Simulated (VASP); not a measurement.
Input of a VASP 6.6.1 run:

The input INCAR:

```
SYSTEM = Cd
ALGO = Normal
EDIFF = 1E-6
ENCUT = 520
GGA = PS
ISIF = 2
ISMEAR = 0
LASPH = .True.
LCHARG = .False.
LREAL = .False.
LWAVE = .False.
NBANDS = 19
NELM = 80
PREC = Accurate
SIGMA = 0.1
```

File KPOINTS:

```
k-points
0
Gamma
  10 10 5
  0 0 0
```

POSCAR

```
Cd
1.0
    2.9621476032      0.0000000000      0.0000000000
   -1.4810738016      2.5652950741      0.0000000000
    0.0000000000      0.0000000000      5.5093282267
Cd
2
Direct
    0.3333333333      0.6666666667      0.2500000000
    0.6666666667      0.3333333333      0.7500000000
```

Potentials or basis: VASP PAW PBE potentials, release 64 (Cd).

The run is started by

```sh
$ cat potpaw_PBE.64/Cd/POTCAR > POTCAR
$ mpirun -np 1 vasp_std > vasp.out
```

Predict the band gap on the k mesh.

zero (band 12 reaches 4.02 eV, above the bottom of band 13 at 0.15 eV).

Predict the pressure.

0.4 GPa.

Stress tensor (GPa, compression positive):
```
0.45 0.00 0.00
0.00 0.45 0.00
0.00 0.00 0.25
```

Caveat: the PAW data sets were made with another functional, which shifts forces and pressure a little.
